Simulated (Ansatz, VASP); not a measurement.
**Two plane-wave programs on KI**

Contents of POSCAR:

```
KI
1.0
    0.0000000000      3.5442852436      3.4733995387
    3.5442852436      0.0000000000      3.4733995387
    3.5442852436      3.5442852436      0.0000000000
K I
1 1
Direct
    0.0000000000      0.0000000000      0.0000000000
    0.5000000000      0.5000000000      0.5000000000
```

INCAR.step1

```
SYSTEM = KI
PREC = Accurate ; ENCUT = 520
EDIFF = 1E-5 ; ISMEAR = 0
SIGMA = 0.01 ; LREAL = .False.
LASPH = .True. ; NELM = 100
ALGO = Normal ; ISIF = 2
LWAVE = .True. ; LCHARG = .False.
GGA = PE ; NBANDS = 15
```

INCAR.step2

```
SYSTEM = KI
PREC = Accurate ; ENCUT = 520
EDIFF = 1E-6 ; ISMEAR = 0
SIGMA = 0.01 ; LREAL = .False.
LASPH = .True. ; NELM = 100
ALGO = Normal ; ISIF = 2
LWAVE = .False. ; LCHARG = .False.
GGA = PE ; LHFCALC = .True.
HFSCREEN = 0.2079 ; PRECFOCK = Normal
ISTART = 1 ; NBANDS = 15
```

The input KPOINTS:

```
regular mesh
0
Gamma
  4 4 4
  0 0 0
```

Input for Ansatz:

```yaml
crystal:
  lattice:
    - [0.0, 3.5442852436, 3.4733995387]
    - [3.5442852436, 0.0, 3.4733995387]
    - [3.5442852436, 3.5442852436, 0.0]
  atoms:
    - { symbol: K, position: [0.0, 0.0, 0.0] }
    - { symbol: I, position: [0.5, 0.5, 0.5] }
kpoints:
  mp_grid: { grid: [4, 4, 4] }
  band_path:
    path:
      - [0.0, 0.0, 0.0]
      - [0.5, 0.0, 0.5]
      - [0.625, 0.25, 0.625]
      - [0.375, 0.375, 0.75]
      - [0.5, 0.5, 0.5]
      - [0.5, 0.25, 0.75]
    npoints: 1
hamiltonian:
  xc: hse06
scf:
  occupations: { method: fixed }
  n_extra_bands: 4
output:
  forces: true
  stress: true
  eigenvalues: true
```

Change from the starting cell: uniaxial_z strain -2.0%.

Alike in both runs: task single point; functional HSE06; k mesh 4 × 4 × 4; no spin polarisation.

|  | VASP | Ansatz |
| --- | --- | --- |
| version | VASP 6.6.1 | Ansatz 0.2.0 |
| potentials or method | VASP PAW PBE potentials, release 64 (K_sv, I) | plane waves, PAW |
| plane-wave cutoff (eV) | 520 | 420 |
| occupations | gaussian, width 0.01 eV | fixed |
| valence electrons in the cell | 16 | 26 |

VASP gave:

```
gap on the k mesh at the Fermi level (eV)                     : 4.98
pressure (GPa)                                                : 0.6
traceless stress, the component that is largest in VASP (GPa) : 0.39
```

**Question.** Which values does Ansatz return?

**Answer.** gap on the k mesh at the Fermi level (eV): 4.99; pressure (GPa): 0.6; traceless stress, the component that is largest in VASP (GPa): 0.39.

VASP's potentials hold 16 valence electrons a cell and Ansatz's 26, so a difference there can come from the potentials and not from the codes. Ansatz's warnings: stress exchange threshold loose, stress scf threshold loose.

Spin-orbit coupling is off throughout.
